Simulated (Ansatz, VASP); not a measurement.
# One calculation of CaSe, two programs

Contents of INCAR:

```
SYSTEM = CaSe
ALGO = Normal ; EDIFF = 1E-7
EDIFFG = -0.01 ; ENCUT = 500
GGA = PE ; GGA_COMPAT = .FALSE.
IBRION = 2 ; ISIF = 3
ISMEAR = 0 ; LASPH = .TRUE.
LCHARG = .FALSE. ; LREAL = .FALSE.
LWAVE = .FALSE. ; NELM = 120
NELMIN = 4 ; NSW = 80
PREC = Accurate ; SIGMA = 0.02
```

Contents of KPOINTS:

```
k-points
0
G
  8 8 8
  0 0 0
```

Contents of POSCAR:

```
CaSe
1.0
    0.0000000000      2.9791782499      2.9791782499
    2.9791782499      0.0000000000      2.9791782499
    2.9791782499      2.9791782499      0.0000000000
Ca Se
1 1
Direct
    0.0000000000      0.0000000000      0.0000000000
    0.5000000000      0.5000000000      0.5000000000
```

Input for Ansatz:

```yaml
crystal:
  lattice:
    - [0.0, 2.9791782499, 2.9791782499]
    - [2.9791782499, 0.0, 2.9791782499]
    - [2.9791782499, 2.9791782499, 0.0]
  atoms:
    - { symbol: Ca, position: [0.0, 0.0, 0.0] }
    - { symbol: Se, position: [0.5, 0.5, 0.5] }
basis:
  ecutwfc: 420
kpoints:
  mp_grid: { grid: [8, 8, 8] }
hamiltonian:
  xc: pbe
scf:
  occupations: { method: gaussian, width: 0.02 }
output:
  forces: true
  stress: true
  eigenvalues: true
relax:
  adjacent_minimum: "off"
  f_tol: 0.01
  max_steps: 60
  cell: { stress_tol: 0.1 }
```

Alike in both runs: task relaxation of cell and atoms; functional PBE; k mesh 8 × 8 × 8; occupations gaussian, width 0.02 eV; no spin polarisation.

```csv
,VASP,Ansatz
version,VASP 6.6.1,Ansatz 0.2.0
potentials or method,"VASP PAW PBE potentials, release 64 (Ca_sv, Se), cutoff 500 eV","scalar-relativistic, plane waves, PAW"
valence electrons in the cell,16,26
```

VASP gave:

```
gap on the k mesh at the Fermi level, each at its own relaxed structure (eV) : 2.08
relaxed volume (Å³/atom)                                                     : 26.54
relaxed cell length with the largest relative difference (Å)                 : 4.218
```

What did Ansatz give for the same quantities?

gap on the k mesh at the Fermi level, each at its own relaxed structure (eV): 2.08; relaxed volume (Å³/atom): 26.44; relaxed cell length with the largest relative difference (Å): 4.213.

VASP's potentials hold 16 valence electrons a cell and Ansatz's 26, so a difference there can come from the potentials and not from the codes.
